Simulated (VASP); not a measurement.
SiO2:

```
CELL_PARAMETERS angstrom
-4.47204 4.47204 2.61177
4.47204 -4.47204 2.61177
4.47204 4.47204 -2.61177
ATOMIC_POSITIONS crystal
Si 0.82311 0.82311 0.64622
Si 0.17689 0.82311 0.00000
Si 0.82311 0.17689 0.00000
Si 0.17689 0.17689 0.35378
O 0.00000 0.79145 0.79145
O 0.20855 0.00000 0.20855
O 0.79145 0.00000 0.79145
O 0.00000 0.20855 0.20855
O 0.00000 0.00000 0.50000
O 0.50000 0.00000 0.00000
O 0.00000 0.50000 0.00000
O 0.50000 0.50000 0.50000
```

* Program: VASP 6.6.1
* Task: relaxation of cell and atoms
* Functional: BLYP
* Dispersion: D3(BJ)
* Potentials or basis: VASP PAW PBE potentials, release 64 (Si, O)
* Cutoff: 600 eV
* k mesh: 6 × 6 × 6
* Occupations: fermi-dirac, width 0.05 eV
* Spin: no spin polarisation

At the start: pressure 3.2 GPa; volume 17.41 Å³/atom.

Problem. How do energy, volume and symmetry change on relaxing?

Solution. Over 8 steps the energy falls by 3.9 meV/atom and the volume is 17.77 Å³/atom (+2.1 %); space group I4/mmm (No. 139, to 0.1 Å) before and after.

Step by step:
| step | energy change (eV) | largest force (eV/Å) | pressure (GPa) | volume (Å³) |
| --- | --- | --- | --- | --- |
| 1 | 0.0000 | 0.2118 | 3.16 | 208.93 |
| 2 | 0.0267 | 0.1732 | -3.72 | 219.50 |
| 3 | -0.0464 | 0.0349 | -0.05 | 213.54 |
| 4 | -0.0464 | 0.0384 | 0.01 | 213.45 |
| 5 | -0.0467 | 0.0286 | 0.02 | 213.39 |
| 6 | -0.0470 | 0.0603 | 0.03 | 213.25 |
| 7 | -0.0471 | 0.0183 | 0.01 | 213.25 |
| 8 | -0.0471 | 0.0051 | 0.01 | 213.25 |

Final structure:
```xyz
12
Lattice="-4.4972 4.4972 2.6361 4.4972 -4.4972 2.6361 4.4972 4.4972 -2.6361" Properties=species:S:1:pos:R:3 pbc="T T T"
Si    2.9044    2.9044    2.6361
Si    2.9044   -2.9044    2.6361
Si   -2.9044    2.9044    2.6361
Si    1.5927    1.5927    0.0000
O     7.1074    0.0000    0.0000
O     0.0000    1.8870    0.0000
O     0.0000    7.1074    0.0000
O    -2.6102    4.4972    2.6361
O     2.2486    2.2486   -1.3180
O    -2.2486    2.2486    1.3180
O     2.2486   -2.2486    1.3180
O     2.2486    2.2486    1.3180
```

Caveat: the PAW data sets were made with another functional, which shifts forces and pressure a little.
